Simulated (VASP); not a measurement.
## SiGe: single point with LDA

Crystal: SiGe.

```
CELL_PARAMETERS angstrom
3.84147 0.00000 0.00000
-1.92073 3.32681 0.00000
0.00000 0.00000 6.66406
ATOMIC_POSITIONS crystal
Si 0.66667 0.33333 0.87461
Si 0.33333 0.66667 0.37461
Ge 0.66667 0.33333 0.50039
Ge 0.33333 0.66667 0.00039
```

This cell differs from its parent crystal: ratio of the length along z to the lengths across it x 1.05, volume and fractional coordinates fixed.

```yaml
Program: VASP 6.6.1
Task: single point
Functional: LDA
Potentials_or_basis: VASP PAW LDA potentials, release 64 (Si, Ge_d)
Cutoff: 520 eV
k_mesh: 12 × 12 × 8
Occupations: gaussian, width 0.03 eV
Spin: no spin polarisation
```

| Item | Value |
| --- | --- |
| Pressure | -1.8 GPa |
| Largest force | 0.370 eV/Å |
| Band gap on the k mesh | 0.25 eV, indirect (least direct gap 0.80 eV) |

Forces on the atoms (eV/Å):
```
Si   0.000  0.000 -0.370
Si   0.000  0.000 -0.370
Ge   0.000  0.000  0.370
Ge   0.000  0.000  0.370
```

Stress tensor (GPa, compression positive):
```
 1.24  0.00  0.00
 0.00  1.24  0.00
 0.00  0.00 -7.82
```

Levels at points of the mesh, in eV from the valence-band top:
```csv
k point,band 15,band 16,band 17,band 18,band 19,band 20,band 21,band 22
"(0.00, 0.00, 0.00)",-1.32,-0.41,0.00,0.00,0.80,0.86,2.31,2.31
"(0.50, 0.00, 0.00)",-4.66,-2.99,-2.93,-1.60,0.56,1.81,3.08,3.54
"(0.00, 0.00, 0.50)",-0.79,-0.79,-0.79,-0.79,1.54,1.54,3.23,3.23
"(0.50, 0.00, 0.50)",-2.72,-2.72,-2.42,-2.42,0.51,0.51,1.71,1.71
```

It took 2.9 min on 1 thread of Intel(R) Xeon(R) Platinum 8259CL CPU @ 2.50GHz (Skylake/Cascade Lake), with other jobs on the host, peak memory 0.29 GiB.

 A k mesh can miss the band edges.
